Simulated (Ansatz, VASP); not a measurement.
## BaTiO3 in VASP and in Ansatz

INCAR

```
PREC = Accurate
ENCUT = 520
EDIFF = 1E-6
ISMEAR = -1
SIGMA = 0.05
LREAL = F
LASPH = T
NELM = 150
ALGO = Normal
ISIF = 2
LWAVE = F
LCHARG = T
LMAXMIX = 4
LDAU = T
LDAUTYPE = 2
LDAUL = -1 2 -1
LDAUU = 0 1 0
LDAUJ = 0 0 0
LDAUPRINT = 1
GGA = PE
LELF = T
LVHAR = T
NBANDS = 28
```

The input KPOINTS:

```
Automatic mesh
0
Gamma
  7 7 7
```

The input POSCAR:

```
BaTiO3
1.0
    2.8276681600      1.6325549700      2.3177316100
   -2.8276681600      1.6325549700      2.3177316100
    0.0000000000     -3.2651099400      2.3177316100
Ba Ti O
1 1 3
Direct
    0.0334731600      0.9884685300      0.0018377600
    0.5061032600      0.5274847800      0.5372321600
    0.4862471500      0.4971470800      0.9711514600
    0.4740898700      0.9864150100      0.4720123700
    0.9787865600      0.4791845900      0.4964662400
```

input.yaml

```yaml
crystal:
  lattice:
    - [2.82766816, 1.63255497, 2.31773161]
    - [-2.82766816, 1.63255497, 2.31773161]
    - [0.0, -3.26510994, 2.31773161]
  atoms:
    - { symbol: Ba, position: [0.03347316, 0.98846853, 0.00183776] }
    - { symbol: Ti, position: [0.50610326, 0.52748478, 0.53723216] }
    - { symbol: O, position: [0.48624715, 0.49714708, 0.97115146] }
    - { symbol: O, position: [0.47408987, 0.98641501, 0.47201237] }
    - { symbol: O, position: [0.97878656, 0.47918459, 0.49646624] }
hamiltonian:
  xc: pbe
  pseudopotentials: { kind: paw }
  hubbard: { sites: [{ species: Ti, l: d, u_eff: 1.0 }] }
kpoints:
  mp_grid: { grid: [7, 7, 7] }
  band_path:
    path:
      - [[0.0, 0.0, 0.0], [0.5, 0.0, 0.0], [0.5, 0.4974305484, -0.4974305484]]
      - [[0.5025694516, 0.5, 0.4974305484], [0.5, 0.5, 0.5], [0.0, 0.0, 0.0], [0.4987152742, 0.0, -0.4987152742]]
      - [[0.5012847258, 0.4987152742, 0.0], [0.5, 0.5, 0.0], [0.5012847258, 0.5012847258, 0.4974305484], [0.5, 0.5, 0.5]]
      - [[0.5, 0.0, 0.0], [0.5025694516, 0.4987152742, 0.4987152742]]
    npoints: 14
scf:
  occupations: { method: fermi_dirac, width: 0.05 }
  n_extra_bands: 12
output:
  forces: true
  stress: true
  eigenvalues: true
  fatbands: false
  write_density: true
  write_potential: true
  elf: true
  volumetric_format: npy
```

Alike in both runs: functional PBE; k mesh 7 × 7 × 7; occupations fermi-dirac, width 0.05 eV; no spin polarisation; Hubbard terms Ti d U = 1.0 eV.

```csv
,VASP,Ansatz
version,VASP 6.6.1,Ansatz 0.2.0
potentials or method,"VASP PAW PBE potentials, release 64 (Ba_sv, Ti_sv, O)",Ansatz PAW
plane-wave cutoff (eV),520,420
valence electrons in the cell,40,40
task,single point,band structure
```

Ansatz gave:

| Property | Result |
| --- | --- |
| gap on the k mesh at the Fermi level (eV) | 2.87 |
| least direct gap on the mesh (eV) | 3.41 |
| pressure (GPa) | 9.8 |
| traceless stress, the component that is largest in VASP (GPa) | -4.52 |
| rms of the force components (eV/Å) | 0.803 |

Question: Which values does VASP return?

Answer: gap on the k mesh at the Fermi level (eV): 2.85; least direct gap on the mesh (eV): 3.40; pressure (GPa): 12.3; traceless stress, the component that is largest in VASP (GPa): -4.85; rms of the force components (eV/Å): 0.920.

The programs project onto different local orbitals, so the same U acts differently, and such runs can settle in different states. Atom by atom the forces differ by 0.133 eV/Å (rms over components).

Neither program's run includes spin-orbit coupling. Noted on Ansatz's run: the k mesh misses the band edges, so the gap on the mesh is wider than the one along the path.
